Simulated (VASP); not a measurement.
# Mg3Sn2N2 in VASP: a series of runs, part 2 of 2

VASP 6.6.1. The steps go on from the part before.

### Step 4. Single point, PBE

This run uses another cell than the first one, of 24.39 Å³/atom, 1.383 times its volume.

Contents of INCAR:

```
PREC     = Accurate       # precision mode
ENCUT    = 520            # plane-wave cutoff, eV
EDIFF    = 1E-7           # SCF threshold, eV
ISMEAR   = 0              # smearing method
SIGMA    = 0.2            # smearing width, eV
LREAL    = F              # projectors in reciprocal space
LASPH    = T              # aspherical terms in the spheres
NELM     = 60             # most SCF steps
ALGO     = Normal         # electronic algorithm
ISIF     = 2              # what is computed and relaxed
LWAVE    = F              # write WAVECAR
LCHARG   = F              # write CHGCAR
GGA      = PE             # functional
NBANDS   = 31             # bands
```

Contents of KPOINTS:

```
Automatic mesh
0
Gamma
  4 4 2
```

Contents of POSCAR:

```
Mg3Sn2N2
1.0
    4.5393186473     -0.0000000027      0.0000000000
   -2.2696593213      3.9311652657      0.0000000000
    0.0000000000      0.0000000000      9.5678367788
Mg Sn N
3 2 2
Direct
    0.0000000000      0.0000000000      0.5000000000
    0.0000000000      0.0000000000      0.2004010750
    0.0000000000      0.0000000000      0.7995989250
    0.3333333333      0.6666666667      0.0000000000
    0.6666666667      0.3333333333      0.0000000000
    0.3333333333      0.6666666667      0.5000000000
    0.6666666667      0.3333333333      0.5000000000
```

Potentials or basis: VASP PAW PBE potentials, release 64 (Mg, Sn_d, N).

Launch:

```console
> cat potpaw_PBE.64/Mg/POTCAR potpaw_PBE.64/Sn_d/POTCAR potpaw_PBE.64/N/POTCAR > POTCAR
> mpirun -np 1 vasp_std > vasp.out
```

OUTCAR:

```text
PREC = Accurate
   ENCUT = 520
   EDIFF = 1E-7
   ISMEAR = 0
   LREAL = F
   LASPH = T
   NELM = 60
   ISIF = 2
   GGA = PE

 ion  position               nearest neighbor table
   1  0.000  0.000  0.500-   6 2.62   7 2.62   6 2.62   7 2.62   7 2.62   6 2.62   2 2.87   3 2.87

   2  0.000  0.000  0.200-   1 2.87   4 3.25   5 3.25   4 3.25   5 3.25   5 3.25   4 3.25
   3  0.000  0.000  0.800-   1 2.87   4 3.25   5 3.25   4 3.25   5 3.25   5 3.25   4 3.25
   4  0.333  0.667  0.000-   5 2.62   5 2.62   5 2.62   2 3.25   3 3.25   3 3.25   2 3.25   3 3.25
                             2 3.25
   5  0.667  0.333  0.000-   4 2.62   4 2.62   4 2.62   2 3.25   3 3.25   2 3.25   3 3.25   2 3.25
                             3 3.25
   6  0.333  0.667  0.500-   1 2.62   1 2.62   1 2.62
   7  0.667  0.333  0.500-   1 2.62   1 2.62   1 2.62

  LATTYP: Found a hexagonal cell.
 ALAT       =     4.5393186473
 C/A-ratio  =     2.1077693641

  Lattice vectors:

 A1 = (   4.5393186473,  -0.0000000027,   0.0000000000)
 A2 = (  -2.2696593213,   3.9311652657,   0.0000000000)
 A3 = (   0.0000000000,   0.0000000000,   9.5678367788)

Analysis of symmetry for initial positions (statically):
=====================================================================
 Subroutine PRICEL returns:
 Original cell was already a primitive cell.

 Routine SETGRP: Setting up the symmetry group for a
 hexagonal supercell.

 Subroutine GETGRP returns: Found 24 space group operations
 (whereof 24 operations were pure point group operations)
 out of a pool of 24 trial point group operations.

The static configuration has the point symmetry D_6h.

Analysis of symmetry for dynamics (positions and initial velocities):
=====================================================================
 Subroutine PRICEL returns:
 Original cell was already a primitive cell.

 Routine SETGRP: Setting up the symmetry group for a
 hexagonal supercell.

 Subroutine GETGRP returns: Found 24 space group operations
 (whereof 24 operations were pure point group operations)
[... 119 lines left out ...]
   LORBIT       =      0    0 simple, 1 ext, 2 COOP (PROOUT), +10 PAW based schemes
   GGA     = PE    functional components
   LHFCALC =     F    Hartree Fock is set to
   AEXX    =    0.0000 exact exchange contribution
   IVDW    =     0    specifies the selected vdW correction
   LEPSILON=     F    determine dielectric tensor
   LRPA    =     F    only Hartree local field effects (RPA)
 non-spin polarized calculation
 Gauss-broadening in eV      SIGMA  =   0.20
  energy-cutoff  :      520.00
  volume of cell :      170.74
 maximum number of plane-waves:      4644
 NGX is ok and might be reduce to    36
   NGX = 17   NGY = 17   NGZ = 35

 number of electron      43.9999997 magnetization

 Free energy of the ion-electron system (eV)
  ---------------------------------------------------
  ext. energy  EPLUGINS =         0.00000000
  ---------------------------------------------------
  free energy    TOTEN  =       -19.24189646 eV

  energy without entropy =      -19.13053009  energy(sigma->0) =      -19.18621328

 E-fermi :   3.0034     XC(G=0):  -8.5626

 val. band max:        2.9704432211   @ k =   0.2500   0.0000   0.0000
 cond. band min:       3.0439072165   @ k =   0.2500   0.0000   0.5000
 fundamental gap:      0.0734639954
 Fermi energy:         3.0034441284

 k-point     1 :       0.0000    0.0000    0.0000
  band No.  band energies     occupation
      1     -19.0174      2.00000
      2     -19.0174      2.00000
      3     -18.9925      2.00000
      4     -18.8615      2.00000
      5     -18.8615      2.00000
      6     -18.7009      2.00000
[... 261 lines left out ...]
     30       7.1475      0.00000
     31       7.9249      0.00000

------------------------ aborting loop because EDIFF is reached ----------------------------------------

  FORCE on cell =-STRESS in cart. coord.  units (eV):
  Direction    XX          YY          ZZ          XY          YZ          ZX
  --------------------------------------------------------------------------------------
  -------------------------------------------------------------------------------------
  Total       -0.0884207     -0.0884207      0.0073740     -0.0000000      0.0000000     -0.0000000
  in kB       -0.8297339     -0.8297339      0.0691972     -0.0000000      0.0000000     -0.0000000
  external PRESSURE =      -0.5300902 kB  Pullay stress =       0.0000000 kB

 VOLUME and BASIS-vectors are now :
 -----------------------------------------------------------------------------
  energy-cutoff  :      520.00
  volume of cell :      170.74
      direct lattice vectors                 reciprocal lattice vectors
     4.539318647 -0.000000003  0.000000000     0.220297379  0.127188751  0.000000000
    -2.269659321  3.931165266  0.000000000     0.000000000  0.254377502  0.000000000
     0.000000000  0.000000000  9.567836779     0.000000000  0.000000000  0.104516833

 POSITION                                       TOTAL-FORCE (eV/Angst)
 -----------------------------------------------------------------------------------
      0.00000      0.00000      4.78392         0.000000      0.000000     -0.000000
      0.00000      0.00000      1.91740         0.000000      0.000000     -0.010948
      0.00000      0.00000      7.65043         0.000000      0.000000      0.010948
      0.00000      2.62078      0.00000        -0.000000     -0.000000     -0.000000
      2.26966      1.31039      0.00000         0.000000      0.000000     -0.000000
      0.00000      2.62078      4.78392         0.000000      0.000000     -0.000000
      2.26966      1.31039      4.78392         0.000000     -0.000000      0.000000
 -----------------------------------------------------------------------------------
    total drift:                                0.000000      0.000000      0.000000

  FREE ENERGIE OF THE ION-ELECTRON SYSTEM (eV)
  ---------------------------------------------------
  free  energy   TOTEN  =       -19.2418964628 eV

  energy  without entropy=      -19.1305300931  energy(sigma->0) =      -19.18621328
```

stdout:

```text
POSCAR found type information on POSCAR MgSnN
 POSCAR found :  3 types and       7 ions
 scaLAPACK will be used
 LDA part: xc-table for (Slater+PW92), standard interpolation
 POSCAR, INCAR and KPOINTS ok, starting setup
 FFT: planning ... GRIDC
 FFT: planning ... GRID_SOFT
 FFT: planning ... GRID
 WAVECAR not read
 entering main loop
```

It took 31 s on 1 thread of Intel Xeon 6975P-C (Granite Rapids), shared host; peak memory 0.3 GiB.

Results:

| Quantity | Value |
| --- | --- |
| Free energy | -19.2419 eV |
| Pressure | -0.1 GPa |
| Largest force | 0.011 eV/Å |
| Band gap on the k mesh | zero (band 22 reaches 3.04 eV, above the bottom of band 23 at 2.87 eV) |

Forces in eV/Å, atoms in the order of the input:
```
Mg   0.000  0.000  0.000
Mg   0.000  0.000 -0.011
Mg   0.000  0.000  0.011
Sn   0.000  0.000  0.000
Sn   0.000  0.000  0.000
N    0.000  0.000  0.000
N    0.000  0.000  0.000
```

Stress tensor (GPa, compression positive):
```
-0.08  0.00  0.00
 0.00 -0.08  0.00
 0.00  0.00  0.01
```

Caveat: the k points lie up to 0.40 Å⁻¹ apart; spin-orbit coupling is left out, which moves the levels of the heavy elements.

### Step 5. Overview

| cell | k mesh | gap on the mesh (eV) | pressure (GPa) | largest force (eV/Å) |
| --- | --- | --- | --- | --- |
| a = 5.259, b = 5.259, c = 5.152 Å, angles 90.0, 90.0, 120.0°, 7 atoms | 4 × 4 × 3 | none | -0.2 | 0.02 |
| a = 4.741, b = 4.741, c = 8.593 Å, angles 90.0, 90.0, 120.0°, 7 atoms | 4 × 4 × 2 | none | 0.3 | - |
| a = 4.539, b = 4.539, c = 9.568 Å, angles 90.0, 90.0, 120.0°, 7 atoms | 4 × 4 × 2 | none | -0.1 | 0.01 |

Alike in all rows: task single point; level PBE; potentials or basis VASP PAW PBE potentials, release 64 (Mg, Sn_d, N); no spin polarisation; cutoff (eV) 520; smearing gaussian 0.2 eV.

Caveats: all runs use coarse meshes; spin-orbit coupling is left out, which moves the levels of the heavy elements.

Absolute energies hang on the potentials; compare differences alone.
